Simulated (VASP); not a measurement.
# AgBr (Fm-3m) in VASP: notebook

AgBr is run at these levels: PBEsol; tasks: elastic constants.

All numbers are computed with VASP 6.6.1; they aren't measurements. Logs are shortened: lines on timing, memory, paths and dates and some standing lists are left out, and cuts for length are marked.

**1. The cell of the first run**

It takes space group Fm-3m (No. 225, cubic). Conventional cell: a = 5.555 Å, b = 5.555 Å, c = 5.555 Å, α = 90.00°, β = 90.00°, γ = 90.00°. Ag (site symmetry m-3m) has 6 Br at 2.78 Å within 3.7 Å. Within 3.7 Å of Br (site symmetry m-3m) lie 6 Ag at 2.78 Å.

**2. Elastic constants, PBEsol**

Input file INCAR:

```
PREC = Accurate ; ENCUT = 500
EDIFF = 1E-8 ; ISMEAR = 0
SIGMA = 0.01 ; LREAL = False
LASPH = True ; NELM = 120
ALGO = Normal ; ISIF = 3
LWAVE = False ; LCHARG = False
GGA = PS ; NBANDS = 16
IBRION = 6 ; NFREE = 2
POTIM = 0.015 ; NSW = 1
GGA_COMPAT = False
```

Input file KPOINTS:

```
regular mesh
0
Gamma
  8 8 8
```

Input file POSCAR:

```
AgBr
1.0
    0.0000000000      2.7772632729      2.7772632729
    2.7772632729      0.0000000000      2.7772632729
    2.7772632729      2.7772632729      0.0000000000
Ag Br
1 1
Direct
    0.0000000000      0.0000000000      0.0000000000
    0.5000000000      0.5000000000      0.5000000000
```

Potentials or basis: VASP PAW PBE potentials, release 64 (Ag, Br).

On the command line:

```
> cat potpaw_PBE.64/Ag/POTCAR potpaw_PBE.64/Br/POTCAR > POTCAR
> mpirun -np 1 vasp_std > vasp.out
```

OUTCAR:

```text
PREC = Accurate
   ENCUT = 500
   EDIFF = 1E-8
   ISMEAR = 0
   LREAL = False
   LASPH = True
   NELM = 120
   ISIF = 3
   GGA = PS
   IBRION = 6
   NFREE = 2
   POTIM = 0.015
   NSW = 1

 ion  position               nearest neighbor table
   1  0.000  0.000  0.000-   2 2.78   2 2.78   2 2.78   2 2.78   2 2.78   2 2.78
   2  0.500  0.500  0.500-   1 2.78   1 2.78   1 2.78   1 2.78   1 2.78   1 2.78

  LATTYP: Found a face centered cubic cell.
 ALAT       =     5.5545265458

  Lattice vectors:

 A1 = (   0.0000000000,   2.7772632729,   2.7772632729)
 A2 = (   2.7772632729,   0.0000000000,   2.7772632729)
 A3 = (   2.7772632729,   2.7772632729,   0.0000000000)

Analysis of symmetry for initial positions (statically):
=====================================================================
 Subroutine PRICEL returns:
 Original cell was already a primitive cell.

 Routine SETGRP: Setting up the symmetry group for a
 face centered cubic supercell.

 Subroutine GETGRP returns: Found 48 space group operations
 (whereof 48 operations were pure point group operations)
 out of a pool of 48 trial point group operations.

The static configuration has the point symmetry O_h .

Analysis of symmetry for dynamics (positions and initial velocities):
=====================================================================
 Subroutine PRICEL returns:
 Original cell was already a primitive cell.

 Routine SETGRP: Setting up the symmetry group for a
 face centered cubic supercell.

 Subroutine GETGRP returns: Found 48 space group operations
 (whereof 48 operations were pure point group operations)
 out of a pool of 48 trial point group operations.

The dynamic configuration has the point symmetry O_h .

 Subroutine INISYM returns: Found 48 space group operations
 (whereof 48 operations are pure point group operations),
 and found     1 'primitive' translations

[... 341 lines left out ...]
 Fermi energy:         4.8477830831

 k-point     1 :       0.0000    0.0000    0.0000
  band No.  band energies     occupation
      1     -11.0217      2.00000
      2       1.4799      2.00000
      3       1.4799      2.00000
      4       1.4805      2.00000
      5       1.4814      2.00000
      6       1.4847      2.00000
[... 433 lines left out ...]
      3      -0.0453      2.00000
      4       0.0218      2.00000
      5       1.8228      2.00000
      6       1.8902      2.00000
[... 8 lines left out ...]
     15      17.6277      0.00000
     16      19.3477      0.00000

 [... further k-points ...]
[... 5 lines left out ...]
  --------------------------------------------------------------------------------------
  -------------------------------------------------------------------------------------
  Total        1.0597573      1.0551635      1.0551635      0.0000000     -0.0000000      0.0000000
  in kB       39.6310743     39.4592824     39.4592824      0.0000000     -0.0000000      0.0000000
  external PRESSURE =      39.5165464 kB  Pullay stress =       0.0000000 kB
[... 17 lines left out ...]
  FREE ENERGIE OF THE ION-ELECTRON SYSTEM (eV)
  ---------------------------------------------------
  free  energy   TOTEN  =        -5.6652101516 eV

  energy  without entropy=       -5.6652101516  energy(sigma->0) =       -5.66521015

 INTERNAL STRAIN TENSORS FROM STRAINED CELLS
 ============================================

 INTERNAL STRAIN TENSOR FOR ION    1 for displacements in x,y,z  (eV/Angst):
          X           Y           Z          XY          YZ          ZX
  --------------------------------------------------------------------------------
  x     0.00000    -0.00000    -0.00000     0.00000    -0.00000     0.00000
  y     0.00000    -0.00000    -0.00000     0.00000    -0.00000    -0.00000
  z    -0.00000     0.00000     0.00000    -0.00000    -0.00000     0.00000

 INTERNAL STRAIN TENSORS FROM DISPLACED ATOMS
 ============================================

 INTERNAL STRAIN TENSOR FOR ION    1 for displacements in x,y,z  (eV/Angst):
          X           Y           Z          XY          YZ          ZX
  --------------------------------------------------------------------------------
  x     0.00000     0.00000     0.00000     0.00000     0.00000     0.00000
  y     0.00000     0.00000     0.00000     0.00000     0.00000     0.00000
  z     0.00000     0.00000     0.00000     0.00000     0.00000     0.00000

 INTERNAL STRAIN TENSOR FOR ION    2 for displacements in x,y,z  (eV/Angst):
          X           Y           Z          XY          YZ          ZX
  --------------------------------------------------------------------------------
  x     0.00000     0.00000     0.00000     0.00000     0.00000     0.00000
  y     0.00000     0.00000     0.00000     0.00000     0.00000     0.00000
  z     0.00000     0.00000     0.00000     0.00000     0.00000     0.00000

 Eigenvectors and eigenvalues of the dynamical matrix
 ----------------------------------------------------

   1 f  =    3.294869 THz    20.702272 2PiTHz  109.904995 cm-1    13.626477 meV
             X         Y         Z           dx          dy          dz
      0.000000  0.000000  0.000000    -0.000000   -0.000000    0.652831
      2.777263  2.777263  2.777263     0.000000    0.000000   -0.757504
[... 21 lines left out ...]
   6 f/i=    0.002167 THz     0.013614 2PiTHz    0.072273 cm-1     0.008961 meV
             X         Y         Z           dx          dy          dz
      0.000000  0.000000  0.000000     0.467322   -0.535636    0.261756
      2.777263  2.777263  2.777263     0.402747   -0.461621    0.225586

--------------------------------------------------------------------------------------------------------

 ELASTIC MODULI CONTR FROM IONIC RELAXATION (kBar)
 Direction    XX          YY          ZZ          XY          YZ          ZX
 --------------------------------------------------------------------------------
 XX           0.0000      0.0000      0.0000      0.0000      0.0000      0.0000
 YY           0.0000      0.0000      0.0000      0.0000      0.0000      0.0000
 ZZ           0.0000      0.0000      0.0000      0.0000      0.0000      0.0000
 XY           0.0000      0.0000      0.0000      0.0000      0.0000      0.0000
 YZ           0.0000      0.0000      0.0000      0.0000      0.0000      0.0000
 ZX           0.0000      0.0000      0.0000      0.0000      0.0000      0.0000
 --------------------------------------------------------------------------------

 TOTAL ELASTIC MODULI (kBar)
 Direction    XX          YY          ZZ          XY          YZ          ZX
 --------------------------------------------------------------------------------
 XX        1127.8803    468.0284    468.0284     -0.0000      0.0000     -0.0000
 YY         468.0284   1127.8803    468.0284     -0.0000      0.0000      0.0000
 ZZ         468.0284    468.0284   1127.8803      0.0000      0.0000     -0.0000
 XY          -0.0000     -0.0000      0.0000     47.8134      0.0000      0.0000
 YZ           0.0000      0.0000      0.0000      0.0000     47.8134      0.0000
 ZX          -0.0000      0.0000     -0.0000      0.0000      0.0000     47.8134
 --------------------------------------------------------------------------------
```

stdout:

```text
POSCAR found type information on POSCAR AgBr
 POSCAR found :  2 types and       2 ions
 scaLAPACK will be used
 -----------------------------------------------------------------------------
|                                                                             |
|                                                                             |
|     You enforced a specific xc type in the INCAR file but a different       |
|     I HOPE YOU KNOW WHAT YOU ARE DOING!                                     |
|                                                                             |
[... 33 lines left out ...]
 Finite differences progress:
 bond charge predicted
 Finite differences progress:
 bond charge predicted
 Finite differences progress:
 bond charge predicted
 Finite differences progress:
 bond charge predicted
 Finite differences progress:
 bond charge predicted
 Finite differences progress:
```

Run time: 14 min. Hardware: 1 thread of Intel Xeon Platinum 8488C (Sapphire Rapids), shared host; peak memory 0.31 GiB.

What came out:

```yaml
Elastic_constants_C11_C12_C44: 113, 47, 5 GPa
Voigt_bulk_modulus: 69 GPa
Highest_phonon_frequency_at_Γ_LO-TO_splitting_left_out: 110 cm⁻¹
```

Phonon frequencies in cm⁻¹ (negative: imaginary):
```tsv
q point	frequencies
(0.000, 0.000, 0.000)	0 0 0 110 110 110
```

Elastic tensor in Voigt notation (GPa, in the Cartesian axes of the cell as first typed):
```
113  47  47   0   0   0
 47 113  47   0   0   0
 47  47 113   0   0   0
  0   0   0   5   0   0
  0   0   0   0   5   0
  0   0   0   0   0   5
```

Clamped-ion elastic tensor (GPa):
```
113  47  47   0   0   0
 47 113  47   0   0   0
 47  47 113   0   0   0
  0   0   0   5   0   0
  0   0   0   0   5   0
  0   0   0   0   0   5
```

Caveat: the cell is under stress, which shifts elastic constants; the PAW data sets were made with another functional, which shifts forces and pressure a little.

**3. Elastic constants, PBEsol**

This run uses another cell than the first one, of 22.05 Å³/atom.

Input file INCAR:

```
ALGO = Normal
EDIFF = 1E-8
ENCUT = 500
GGA = PS
GGA_COMPAT = F
IBRION = 6
ISIF = 3
ISMEAR = 0
LASPH = T
LCHARG = F
LREAL = F
LWAVE = F
NELM = 120
NFREE = 2
NSW = 1
POTIM = 0.015
PREC = Accurate
SIGMA = 0.01
```

Input file KPOINTS:

```
k-points
0
Gamma
  8 8 8
```

Input file POSCAR:

```
AgBr
1.0
    0.0000000000      2.8043638158      2.8043638158
    2.8043638158      0.0000000000      2.8043638158
    2.8043638158      2.8043638158      0.0000000000
Ag Br
1 1
Direct
    0.0000000000      0.0000000000      0.0000000000
    0.5000000000      0.5000000000      0.5000000000
```

Potentials or basis: VASP PAW PBE potentials, release 64 (Ag, Br).

On the command line:

```
> cat potpaw_PBE.64/Ag/POTCAR potpaw_PBE.64/Br/POTCAR > POTCAR
> mpirun -np 1 vasp_std > vasp.out
```

Wall time 10 min (1 thread of Intel Xeon Platinum 8488C (Sapphire Rapids), shared host); peak memory 0.3 GiB.

It converged, with:

- Elastic constants C11, C12, C44: 96, 43, 6 GPa
- Voigt bulk modulus: 61 GPa
- Highest phonon frequency at Γ, LO-TO splitting left out: 100 cm⁻¹

Phonon frequencies in cm⁻¹ (negative: imaginary):
```tsv
q point	frequencies
(0.000, 0.000, 0.000)	0 0 0 100 100 100
```

Elastic tensor in Voigt notation (GPa, in the Cartesian axes of the cell as first typed):
```
96 43 43  0  0  0
43 96 43  0  0  0
43 43 96  0  0  0
 0  0  0  6  0  0
 0  0  0  0  6  0
 0  0  0  0  0  6
```

Clamped-ion elastic tensor (GPa):
```
96 43 43  0  0  0
43 96 43  0  0  0
43 43 96  0  0  0
 0  0  0  6  0  0
 0  0  0  0  6  0
 0  0  0  0  0  6
```

Caveat: the cell is under stress, which shifts elastic constants; the PAW data sets were made with another functional, which shifts forces and pressure a little.
